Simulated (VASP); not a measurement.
Set up this calculation in VASP 6.6.1, as the native input.

* Task: single point
* Functional: PBE
* Potentials or basis: VASP PAW PBE potentials, release 64 (Te)
* Cutoff: 520 eV
* k mesh: 6 × 6 × 4
* Occupations: gaussian, width 0.1 eV
* Spin: no spin polarisation
* Dipole correction: no
* Further INCAR settings: ALGO = Normal; EDIFF = 1e-06; NBANDS = 13

The structure of Te lies in POSCAR:

```
Te
1.0
    4.9137640421      0.0000000000      0.0000000000
   -2.4568820211      4.2554444887      0.0000000000
    0.0000000000      0.0000000000      6.5302389692
Te
2
Direct
    0.3333333333      0.6666666667      0.5612484815
    0.6666666667      0.3333333333      0.4387515185
```

These files were run (other wordings do the same):

INCAR

```
SYSTEM = Te
PREC = Accurate
ENCUT = 520
EDIFF = 1E-6
ISMEAR = 0
SIGMA = 0.1
LREAL = .False.
LASPH = .True.
NELM = 60
ALGO = Normal
ISIF = 2
LWAVE = .False.
LCHARG = .True.
GGA = PE
LELF = .True.
LVHAR = .True.
NBANDS = 13
```

KPOINTS

```
Automatic mesh
0
Gamma
  6 6 4
  0 0 0
```

Potentials or basis: VASP PAW PBE potentials, release 64 (Te).

Launch:

```sh
$ cat potpaw_PBE.64/Te/POTCAR > POTCAR
$ mpirun -np 1 vasp_std > vasp.out
```

Results of the run:

* Pressure: 0.1 GPa
* Largest force: 0.025 eV/Å
* Band gap on the k mesh: zero (band 6 reaches 1.07 eV, above the bottom of band 7 at 0.70 eV)

Caveat: spin-orbit coupling is left out, which moves the levels of the heavy elements.

Wall time 50 s on 1 thread of Oxide Virtual Turin-like Processor, with other jobs on the host, peak memory 0.23 GiB.
